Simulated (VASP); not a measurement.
# ZrB2 (Fm-3m) in VASP: further runs, part 2 of 2

VASP 6.6.1. The steps go on from the part before.

### Step 3. Relaxation of cell and atoms, PBE

This run uses another cell than the first one, of 8.73 Å³/atom, 0.634 times its volume.

Contents of INCAR:

```
SYSTEM = ZrB2
PREC = Accurate ; ENCUT = 500
EDIFF = 1E-7 ; ISMEAR = 0
SIGMA = 0.2 ; LREAL = .FALSE.
LASPH = .TRUE. ; NELM = 120
ALGO = Normal ; ISIF = 3
LWAVE = .FALSE. ; LCHARG = .FALSE.
GGA = PE ; IBRION = 2
NSW = 36 ; EDIFFG = -0.08
GGA_COMPAT = .FALSE. ; NELMIN = 4
```

Contents of KPOINTS:

```
regular mesh
0
G
  7 7 7
  0 0 0
```

Contents of POSCAR:

```
ZrB2
1.0
    0.0000000000      2.3570270000      2.3570270000
    2.3570270000      0.0000000000      2.3570270000
    2.3570270000      2.3570270000      0.0000000000
Zr B
1 2
Direct
    0.0000000000      0.0000000000      0.0000000000
    0.2500000000      0.2500000000      0.2500000000
    0.7500000000      0.7500000000      0.7500000000
```

Potentials or basis: VASP PAW PBE potentials, release 64 (Zr_sv, B).

Run with:

```console
$ cat potpaw_PBE.64/Zr_sv/POTCAR potpaw_PBE.64/B/POTCAR > POTCAR
$ mpirun -np 1 vasp_std > vasp.out
```

OUTCAR:

```text
SYSTEM = ZrB2
   PREC = Accurate
   ENCUT = 500
   EDIFF = 1E-7
   ISMEAR = 0
   LREAL = .FALSE.
   LASPH = .TRUE.
   NELM = 120
   ISIF = 3
   GGA = PE
   IBRION = 2
   NSW = 36
   EDIFFG = -0.08
   NELMIN = 4

 ion  position               nearest neighbor table
   1  0.000  0.000  0.000-   3 2.04   3 2.04   3 2.04   2 2.04   2 2.04   2 2.04   3 2.04   2 2.04

   2  0.250  0.250  0.250-   1 2.04   1 2.04   1 2.04   1 2.04
   3  0.750  0.750  0.750-   1 2.04   1 2.04   1 2.04   1 2.04

  LATTYP: Found a face centered cubic cell.
 ALAT       =     4.7140540000

  Lattice vectors:

 A1 = (   0.0000000000,   2.3570270000,   2.3570270000)
 A2 = (   2.3570270000,   0.0000000000,   2.3570270000)
 A3 = (   2.3570270000,   2.3570270000,   0.0000000000)

Analysis of symmetry for initial positions (statically):
[... 162 lines left out ...]

 number of electron      18.0000000 magnetization

 Free energy of the ion-electron system (eV)
  ---------------------------------------------------
  ext. energy  EPLUGINS =         0.00000000
  ---------------------------------------------------
  free energy    TOTEN  =       -15.18866634 eV

  energy without entropy =      -15.17728848  energy(sigma->0) =      -15.18297741

 E-fermi :  11.8981     XC(G=0): -13.0691

 val. band max:       11.4674388613   @ k =  -0.2857   0.4286   0.1429
 cond. band min:      11.9135068169   @ k =  -0.4286   0.1429   0.0000
 fundamental gap:      0.4460679556
 Fermi energy:        11.8981371154
[... 792 lines left out ...]
--------------------------------------- Ionic step        5  -------------------------------------------

 number of electron      18.0000002 magnetization

 Free energy of the ion-electron system (eV)
  ---------------------------------------------------
  ext. energy  EPLUGINS =         0.00000000
  ---------------------------------------------------
  free energy    TOTEN  =       -19.58162417 eV

  energy without entropy =      -19.56841547  energy(sigma->0) =      -19.57501982

 E-fermi :   6.6188     XC(G=0): -10.9600

 val. band max:        6.5509233943   @ k =   0.1429   0.0000   0.0000
 cond. band min:       6.7375701631   @ k =  -0.1429   0.1429   0.0000
 fundamental gap:      0.1866467688
 Fermi energy:         6.6187981121
[... 348 lines left out ...]
  FREE ENERGIE OF THE ION-ELECTRON SYSTEM (eV)
  ---------------------------------------------------
  free  energy   TOTEN  =       -19.5816241718 eV

  energy  without entropy=      -19.5684154654  energy(sigma->0) =      -19.57501982

 reached required accuracy - stopping structural energy minimisation
```

OSZICAR:

```text
N       E                     dE             d eps       ncg     rms          rms(c)
DAV:   1     0.126661055162E+03    0.12666E+03   -0.10097E+04   520   0.138E+03
DAV:   2    -0.101363521892E+02   -0.13680E+03   -0.13142E+03   653   0.347E+02
DAV:   3    -0.160173750195E+02   -0.58810E+01   -0.57941E+01   765   0.620E+01
[... 66 lines left out ...]
DAV:   5    -0.195815774214E+02   -0.11249E-03   -0.29963E-04   699   0.111E-01    0.523E-02
DAV:   6    -0.195816230324E+02   -0.45611E-04   -0.43939E-05   876   0.466E-02    0.898E-03
DAV:   7    -0.195816237375E+02   -0.70516E-06   -0.16689E-06   620   0.112E-02    0.322E-03
DAV:   8    -0.195816241032E+02   -0.36571E-06   -0.22551E-07   464   0.464E-03    0.180E-04
DAV:   9    -0.195816241718E+02   -0.68572E-07   -0.19134E-08   295   0.161E-03
   5 F= -.19581624E+02 E0= -.19575020E+02  d E =-.439296E+01
```

Wall time 35 s (1 thread of Intel Xeon Platinum 8488C (Sapphire Rapids), shared host); peak memory 0.14 GiB.

Results:

* Free energy: -19.5816 eV
* Relaxed volume: 13.73 Å³/atom
* Relaxed cell: a = 3.876 Å, b = 3.876 Å, c = 3.876 Å, α = 60.00°, β = 60.00°, γ = 60.00°
* Space group after relaxing (to 0.05 Å): Fm-3m (No. 225)
* Energy gained by relaxing: 1464.3 meV/atom
* Ionic steps: 5
* Pressure after relaxing: 0.1 GPa
* Band gap on the k mesh: zero (band 9 reaches 7.67 eV, above the bottom of band 10 at 5.76 eV)

Step by step:
```csv
step,energy change (eV),largest force (eV/Å),pressure (GPa),volume (Å³)
1,0.0000,0.0000,133.89,26.19
2,-1.8102,0.0000,-24.34,64.71
3,-4.3863,0.0000,-2.49,42.07
4,-4.3921,0.0000,-0.94,41.53
5,-4.3930,0.0000,0.13,41.18
```

Final structure:
```cif
data_structure
_symmetry_space_group_name_H-M 'P 1'
_symmetry_Int_Tables_number 1
_cell_length_a 3.8761
_cell_length_b 3.8761
_cell_length_c 3.8761
_cell_angle_alpha 60.000
_cell_angle_beta 60.000
_cell_angle_gamma 60.000
_cell_volume 41.18
loop_
_atom_site_label
_atom_site_type_symbol
_atom_site_fract_x
_atom_site_fract_y
_atom_site_fract_z
_atom_site_occupancy
Zr1 Zr 0.00000 0.00000 0.00000 1
B1 B 0.25000 0.25000 0.25000 1
B2 B 0.75000 0.75000 0.75000 1
```

Levels at points of the mesh, in eV from the Fermi level:
```csv
k point,band 6,band 7,band 8,band 9,band 10,band 11,band 12,band 13
"(0.00, 0.00, 0.00)",-3.45,-3.45,-3.45,-1.10,1.86,1.86,3.89,3.89
```

Caveat: the volume moved by over 15 % at a fixed basis, so the end points are rough.
